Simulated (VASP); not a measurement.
Wanted: the native input for a VASP 6.6.1 run.

```yaml
Task: single point
Functional: PBEsol
Potentials_or_basis: VASP PAW PBE potentials, release 64 (Ta_pv, N)
Cutoff: 520 eV
k_mesh: 15 × 15 × 8
Occupations: gaussian, width 0.15 eV
Spin: no spin polarisation
Dipole_correction: no
Further_INCAR_settings: ALGO = Normal; EDIFF = 1e-07; NBANDS = 24
```

The structure of TaN lies in POSCAR:

```
TaN
1.0
    3.0047478704      0.0000000000      0.0000000000
   -1.5023739352      2.6021879877      0.0000000000
    0.0000000000      0.0000000000      5.8600190937
Ta N
2 2
Direct
   -0.0327774590      0.0000000000      0.0000000000
    0.0327774590      0.0000000000      0.5000000000
    0.3333333333      0.6666666667      0.2500000000
    0.6666666667      0.3333333333      0.7500000000
```

This cell differs from its parent crystal: atoms displaced along a vibrational mode, the cell strained.

One way to write it, as run:

INCAR

```
SYSTEM = TaN
PREC = Accurate
ENCUT = 520
EDIFF = 1E-7
ISMEAR = 0
SIGMA = 0.15
LREAL = .False.
LASPH = .True.
NELM = 80
ALGO = Normal
ISIF = 2
LWAVE = .False.
LCHARG = .False.
GGA = PS
NBANDS = 24
```

KPOINTS

```
regular mesh
0
Gamma
  15 15 8
  0 0 0
```

Potentials or basis: VASP PAW PBE potentials, release 64 (Ta_pv, N).

Command:

```console
$ cat potpaw_PBE.64/Ta_pv/POTCAR potpaw_PBE.64/N/POTCAR > POTCAR
$ mpirun -np 1 vasp_std > vasp.out
```

It gave:

| Quantity | Value |
| --- | --- |
| Pressure | -20.1 GPa |
| Largest force | 1.090 eV/Å |
| Band gap on the k mesh | zero (bands 16 and 17 overlap by 0.86 eV) |

Caveat: the cell differs from its parent crystal (atoms displaced along a vibrational mode, the cell strained); the cell stands under tension; the PAW data sets were made with another functional, which shifts forces and pressure a little; spin-orbit coupling is left out, which moves the levels of the heavy elements.

Run time: 6.3 min on 1 thread of Intel Xeon 8259CL (shared host), peak memory 0.41 GiB.
